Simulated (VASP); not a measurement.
HfSiO4: single point with PBE

HfSiO4:

```
CELL_PARAMETERS angstrom
-3.25791 3.25791 2.95591
3.25791 -3.25791 2.95591
3.25791 3.25791 -2.95591
ATOMIC_POSITIONS crystal
Hf 0.00000 0.00000 0.00000
Hf 0.75000 0.25000 0.50000
Si 0.25000 0.75000 0.50000
Si 0.50000 0.50000 0.00000
O 0.13449 0.32007 0.81442
O 0.07007 0.75565 0.68558
O 0.07007 0.38449 0.31442
O 0.50565 0.32007 0.18558
O 0.67993 0.49435 0.81442
O 0.61551 0.92993 0.68558
O 0.24435 0.92993 0.31442
O 0.67993 0.86551 0.18558
```

This cell differs from its parent crystal: strain -1.0%.

* Program: VASP 6.6.1
* Task: single point
* Functional: PBE
* Potentials or basis: VASP PAW PBE potentials, release 64 (Hf_pv, Si, O)
* Cutoff: 520 eV
* k mesh: 6 × 6 × 6
* Occupations: fermi-dirac, width 0.02 eV
* Spin: no spin polarisation

```yaml
Pressure: 12.4 GPa
Largest_force: 0.488 eV/Å
Band_gap_on_the_k_mesh: 5.55 eV (least direct gap 5.93 eV)
```

Forces on the atoms (eV/Å):
```
Hf   0.000  0.000  0.000
Hf   0.000  0.000  0.000
Si   0.000  0.000  0.000
Si   0.000  0.000  0.000
O    0.000 -0.366 -0.323
O    0.366  0.000 -0.323
O   -0.366  0.000 -0.323
O    0.000  0.366 -0.323
O   -0.366  0.000  0.323
O    0.000  0.366  0.323
O    0.000 -0.366  0.323
O    0.366  0.000  0.323
```

Stress tensor (GPa, compression positive):
```
11.61  0.00  0.00
 0.00 11.61  0.00
 0.00  0.00 13.88
```

Levels at points of the mesh, in eV from the valence-band top:
| k point | band 35 | band 36 | band 37 | band 38 | band 39 | band 40 | band 41 | band 42 |
| --- | --- | --- | --- | --- | --- | --- | --- | --- |
| (0.00, 0.00, 0.00) | -0.59 | -0.58 | -0.58 | 0.00 | 5.96 | 6.24 | 6.42 | 6.42 |
| (0.50, 0.00, 0.00) | -0.95 | -0.87 | -0.28 | -0.18 | 5.83 | 5.99 | 6.75 | 6.95 |
| (0.50, 0.50, 0.00) | -0.96 | -0.96 | -0.63 | -0.63 | 5.55 | 5.55 | 6.69 | 6.69 |
| (0.50, 0.50, 0.50) | -1.14 | -1.14 | -0.88 | -0.88 | 6.46 | 6.46 | 6.84 | 6.84 |

It took 5.8 min on 1 thread of Intel Xeon 8259CL, on a shared host, peak memory 0.35 GiB.

Caveat: the cell differs from its parent crystal (strain -1.0%); the cell stands under pressure; spin-orbit coupling is left out, which moves the levels of the heavy elements. A k mesh can miss the band edges.
